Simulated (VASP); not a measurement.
# SiC (F-43m) in VASP: a series of runs

The runs below take SiC through single point, with PBEsol.

Everything below comes from runs of VASP 6.6.1. Logs are shortened: lines on timing, memory, paths and dates and some standing lists are left out, and cuts for length are marked.

## Step 1: The cell of the first run

It takes space group F-43m (No. 216, cubic). The conventional cell has a = 4.295 Å, b = 4.295 Å, c = 4.295 Å, α = 90.00°, β = 90.00°, γ = 90.00°. Si (site symmetry -43m) has 4 C at 1.86 Å within 2.5 Å. Within 2.5 Å of C (site symmetry -43m) lie 4 Si at 1.86 Å.

## Step 2: Single point, PBEsol

Contents of INCAR:

```
PREC = Accurate
ENCUT = 520
EDIFF = 1E-6
ISMEAR = 0
SIGMA = 0.05
LREAL = F
LASPH = T
NELM = 60
ALGO = Normal
ISIF = 2
LWAVE = F
LCHARG = T
GGA = PS
LELF = T
LVHAR = T
NBANDS = 11
```

Contents of KPOINTS:

```
Automatic mesh
0
Gamma
  8 8 8
```

Contents of POSCAR:

```
SiC
1.0
    0.0000000000      2.1477430014      2.1477430014
    2.1477430014      0.0000000000      2.1477430014
    2.1477430014      2.1477430014      0.0000000000
Si C
1 1
Direct
    0.0000000000      0.0000000000      0.0000000000
    0.2500000000      0.2500000000      0.2500000000
```

Potentials or basis: VASP PAW PBE potentials, release 64 (Si, C).

Started as:

```sh
$ cat potpaw_PBE.64/Si/POTCAR potpaw_PBE.64/C/POTCAR > POTCAR
$ mpirun -np 1 vasp_std > vasp.out
```

OUTCAR:

```text
PREC = Accurate
   ENCUT = 520
   EDIFF = 1E-6
   ISMEAR = 0
   LREAL = F
   LASPH = T
   NELM = 60
   ISIF = 2
   GGA = PS

 ion  position               nearest neighbor table
   1  0.000  0.000  0.000-   2 1.86   2 1.86   2 1.86   2 1.86
   2  0.250  0.250  0.250-   1 1.86   1 1.86   1 1.86   1 1.86

  LATTYP: Found a face centered cubic cell.
 ALAT       =     4.2954860028

  Lattice vectors:

 A1 = (   0.0000000000,   2.1477430014,   2.1477430014)
 A2 = (   2.1477430014,   0.0000000000,   2.1477430014)
 A3 = (   2.1477430014,   2.1477430014,   0.0000000000)

Analysis of symmetry for initial positions (statically):
=====================================================================
 Subroutine PRICEL returns:
 Original cell was already a primitive cell.

 Routine SETGRP: Setting up the symmetry group for a
 face centered cubic supercell.

 Subroutine GETGRP returns: Found 24 space group operations
 (whereof 24 operations were pure point group operations)
 out of a pool of 48 trial point group operations.

The static configuration has the point symmetry T_d .

Analysis of symmetry for dynamics (positions and initial velocities):
=====================================================================
 Subroutine PRICEL returns:
 Original cell was already a primitive cell.

 Routine SETGRP: Setting up the symmetry group for a
 face centered cubic supercell.

 Subroutine GETGRP returns: Found 24 space group operations
 (whereof 24 operations were pure point group operations)
 out of a pool of 48 trial point group operations.

The dynamic configuration has the point symmetry T_d .

 Subroutine INISYM returns: Found 24 space group operations
 (whereof 24 operations are pure point group operations),
 and found     1 'primitive' translations

----------------------------------------------------------------------------------------

                                     Primitive cell

  volume of cell :      19.8142

  direct lattice vectors                    reciprocal lattice vectors
     0.000000000  2.147743001  2.147743001    -0.232802528  0.232802528  0.232802528
     2.147743001  0.000000000  2.147743001     0.232802528 -0.232802528  0.232802528
     2.147743001  2.147743001  0.000000000     0.232802528  0.232802528 -0.232802528

  length of vectors
     3.037367281  3.037367281  3.037367281     0.403225806  0.403225806  0.403225806

  position of ions in fractional coordinates (direct lattice)
     0.000000000  0.000000000  0.000000000
     0.250000000  0.250000000  0.250000000

  ion indices of the primitive-cell ions
   primitive index   ion index
                 1           1
                 2           2

----------------------------------------------------------------------------------------

 KPOINTS: Automatic mesh

Automatic generation of k-mesh.
 Grid dimensions read from file:
 generate k-points for:    8    8    8

 Generating k-lattice:

  Cartesian coordinates                     Fractional coordinates (reciprocal lattice)
    -0.029100316  0.029100316  0.029100316     0.125000000  0.000000000  0.000000000
     0.029100316 -0.029100316  0.029100316     0.000000000  0.125000000  0.000000000
     0.029100316  0.029100316 -0.029100316     0.000000000  0.000000000  0.125000000

  Length of vectors
     0.050403226  0.050403226  0.050403226

  Shift w.r.t. Gamma in fractional coordinates (k-lattice)
     0.000000000  0.000000000  0.000000000

 Subroutine IBZKPT returns following result:
 ===========================================

 Found     29 irreducible k-points:

 Following reciprocal coordinates:
            Coordinates               Weight
  0.000000  0.000000  0.000000      1.000000
  0.125000  0.000000  0.000000      8.000000
  0.250000  0.000000  0.000000      8.000000
  0.375000  0.000000  0.000000      8.000000
  0.500000  0.000000  0.000000      4.000000
  0.125000  0.125000  0.000000      6.000000
[... 16 lines left out ...]
  0.500000  0.250000  0.125000     48.000000
 -0.375000  0.250000  0.125000     24.000000
 [... further k-points ...]
   k-points           NKPTS =     29   k-points in BZ     NKDIM =     29   number of bands    NBANDS=     11
   number of dos      NEDOS =    301   number of ions     NIONS =      2
   total plane-waves  NPLWV =  13824
   dimension x,y,z NGX =    24 NGY =   24 NGZ =   24
   dimension x,y,z NGXF=    48 NGYF=   48 NGZF=   48
   ions per type =               1   1
   NGX,Y,Z   is equivalent  to a cutoff of  13.14, 13.14, 13.14 a.u.
   NGXF,Y,Z  is equivalent  to a cutoff of  26.27, 26.27, 26.27 a.u.
 SYSTEM =  unknown system
   PREC   = accura    normal or accurate (medium, high low for compatibility)
   ISTART =      0    job   : 0-new  1-cont  2-samecut
   ICHARG =      2    charge: 1-file 2-atom 10-const
   ISPIN  =      1    spin polarized calculation?
   LNONCOLLINEAR =      F non collinear calculations
   LSORBIT =      F    spin-orbit coupling
   LASPH  =      T    aspherical Exc in radial PAW
   ENCUT  =  520.0 eV  38.22 Ry    6.18 a.u.   5.65  5.65  5.65*2*pi/ulx,y,z
   NELM   =     60;   NELMIN=  2; NELMDL= -5     # of ELM steps
   EDIFF  = 0.1E-05   stopping-criterion for ELM
   LREAL  =      F    real-space projection
   EDIFFG = 0.1E-04   stopping-criterion for IOM
   NSW    =      0    number of steps for IOM
   IBRION =     -1    ionic relax: 0-MD 1-quasi-New 2-CG
   NFREE  =      0    steps in history (QN), initial steepest desc. (CG)
   ISIF   =      2    stress and relaxation
   ISYM   =      2    0-nonsym 1-usesym 2-fastsym
   POTIM  = 0.5000    time-step for ionic-motion
   TEBEG  =    0.0;   TEEND  =   0.0 temperature during run
   PSTRESS=    0.0 pullay stress
   NELECT =       8.0000    total number of electrons
   NUPDOWN=      -1.0000    fix difference up-down
   EMIN   =  10.00;   EMAX   =-10.00  energy-range for DOS
   EFERMI =   0.00;   METHOD = LEGACY
   ISMEAR =     0;   SIGMA  =   0.05  broadening in eV -4-tet -1-fermi 0-gaus
   EFERMI_NEDOS =   21; number of points for ismear=-14 and -15
   IALGO  =     38    algorithm
   IMIX   =      4    mixing-type and parameters
     AMIX     =   0.40;   BMIX     =  1.00
     AMIX_MAG =   1.60;   BMIX_MAG =  1.00
  volume/ion in A,a.u.               =       9.91        66.86
  Fermi-wavevector in a.u.,A,eV,Ry     =   1.209983  2.286536 19.919722  1.464058
  Thomas-Fermi vector in A             =   2.345543
   LORBIT       =      0    0 simple, 1 ext, 2 COOP (PROOUT), +10 PAW based schemes
   GGA     = PS    functional components
   LHFCALC =     F    Hartree Fock is set to
   AEXX    =    0.0000 exact exchange contribution
   IVDW    =     0    specifies the selected vdW correction
   LEPSILON=     F    determine dielectric tensor
   LRPA    =     F    only Hartree local field effects (RPA)
 non-spin polarized calculation
 Gauss-broadening in eV      SIGMA  =   0.05
  energy-cutoff  :      520.00
  volume of cell :       19.81
 maximum number of plane-waves:       544
   NGX = 11   NGY = 11   NGZ = 11

 number of electron       7.9999999 magnetization

 Free energy of the ion-electron system (eV)
  ---------------------------------------------------
  ext. energy  EPLUGINS =         0.00000000
  ---------------------------------------------------
  free energy    TOTEN  =       -15.88498219 eV

  energy without entropy =      -15.88498219  energy(sigma->0) =      -15.88498219

 E-fermi :   8.8095     XC(G=0): -11.6923

 val. band max:        8.5513940493   @ k =   0.0000   0.0000   0.0000
 cond. band min:       9.7439617380   @ k =   0.5000   0.5000   0.0000
 fundamental gap:      1.1925676887
 Fermi energy:         8.8095326279

 k-point     1 :       0.0000    0.0000    0.0000
  band No.  band energies     occupation
      1      -7.2184      2.00000
      2       8.5514      2.00000
      3       8.5514      2.00000
      4       8.5514      2.00000
      5      15.2445      0.00000
      6      16.0981      0.00000
      7      16.0981      0.00000
      8      16.0981      0.00000
      9      23.2644      0.00000
     10      23.2644      0.00000
     11      25.4928      0.00000

 k-point     2 :       0.1250    0.0000    0.0000
  band No.  band energies     occupation
      1      -6.9018      2.00000
      2       7.0451      2.00000
      3       8.3474      2.00000
      4       8.3474      2.00000
      5      15.3714      0.00000
      6      16.4585      0.00000
      7      16.4585      0.00000
      8      16.7249      0.00000
      9      21.9651      0.00000
     10      21.9651      0.00000
     11      24.7582      0.00000

 k-point     3 :       0.2500    0.0000    0.0000
  band No.  band energies     occupation
      1      -5.9739      2.00000
      2       4.1581      2.00000
      3       7.9369      2.00000
      4       7.9369      2.00000
      5      14.8594      0.00000
      6      16.6610      0.00000
      7      16.6610      0.00000
      8      18.2129      0.00000
      9      21.8218      0.00000
     10      21.8218      0.00000
     11      23.8818      0.00000

 k-point     4 :       0.3750    0.0000    0.0000
  band No.  band energies     occupation
      1      -4.5507      2.00000
      2       1.3135      2.00000
      3       7.6060      2.00000
      4       7.6060      2.00000
      5      14.4563      0.00000
      6      16.1485      0.00000
      7      16.1485      0.00000
      8      18.7345      0.00000
      9      23.9362      0.00000
     10      23.9362      0.00000
     11      24.4032      0.00000
[... 239 lines left out ...]
 k-point    22 :       0.3750    0.2500    0.1250
  band No.  band energies     occupation
      1      -5.1668      2.00000
      2       4.0048      2.00000
      3       5.5905      2.00000
      4       7.2519      2.00000
      5      13.9700      0.00000
      6      16.3708      0.00000
      7      17.2925      0.00000
      8      18.9220      0.00000
      9      21.0707      0.00000
     10      24.8479      0.00000
     11      28.3010      0.00000

 k-point    23 :       0.5000    0.2500    0.1250
  band No.  band energies     occupation
      1      -3.7969      2.00000
      2       1.8801      2.00000
      3       4.8486      2.00000
      4       6.5658      2.00000
      5      13.8586      0.00000
      6      16.3665      0.00000
      7      18.0228      0.00000
      8      19.2821      0.00000
      9      22.2552      0.00000
     10      25.3898      0.00000
     11      28.2649      0.00000

 k-point    24 :      -0.3750    0.2500    0.1250
  band No.  band energies     occupation
      1      -2.7726      2.00000
      2       0.4686      2.00000
      3       4.7486      2.00000
      4       6.2065      2.00000
      5      13.7876      0.00000
      6      16.0477      0.00000
      7      18.9846      0.00000
      8      19.8623      0.00000
      9      22.3085      0.00000
     10      25.0720      0.00000
     11      28.2507      0.00000

 [... further k-points ...]

------------------------ aborting loop because EDIFF is reached ----------------------------------------

  FORCE on cell =-STRESS in cart. coord.  units (eV):
  Direction    XX          YY          ZZ          XY          YZ          ZX
  --------------------------------------------------------------------------------------
  -------------------------------------------------------------------------------------
  Total        1.3170746      1.3170746      1.3170746      0.0000000      0.0000000      0.0000000
  in kB      106.4986328    106.4986328    106.4986328      0.0000000      0.0000000      0.0000000
  external PRESSURE =     106.4986328 kB  Pullay stress =       0.0000000 kB

 VOLUME and BASIS-vectors are now :
 -----------------------------------------------------------------------------
  energy-cutoff  :      520.00
  volume of cell :       19.81
      direct lattice vectors                 reciprocal lattice vectors
     0.000000000  2.147743001  2.147743001    -0.232802528  0.232802528  0.232802528
     2.147743001  0.000000000  2.147743001     0.232802528 -0.232802528  0.232802528
     2.147743001  2.147743001  0.000000000     0.232802528  0.232802528 -0.232802528

 POSITION                                       TOTAL-FORCE (eV/Angst)
 -----------------------------------------------------------------------------------
      0.00000      0.00000      0.00000        -0.000000      0.000000     -0.000000
      1.07387      1.07387      1.07387         0.000000     -0.000000      0.000000
 -----------------------------------------------------------------------------------
    total drift:                                0.000000      0.000000      0.000000

  FREE ENERGIE OF THE ION-ELECTRON SYSTEM (eV)
  ---------------------------------------------------
  free  energy   TOTEN  =       -15.8849821854 eV

  energy  without entropy=      -15.8849821854  energy(sigma->0) =      -15.88498219
```

Run time: 4.3 s. Hardware: 1 thread of Intel Xeon Platinum 8488C (Sapphire Rapids), shared host; peak memory 0.13 GiB.

What came out:

| Property | Result |
| --- | --- |
| Free energy | -15.8850 eV |
| Pressure | 10.6 GPa |
| Band gap on the k mesh | 1.19 eV, indirect (least direct gap 4.49 eV) |

Caveat: the PAW data sets were made with another functional, which shifts forces and pressure a little. PBEsol gaps usually lie below the measured ones, often by a third to a half.

(Part 1 of 3 ends here.)
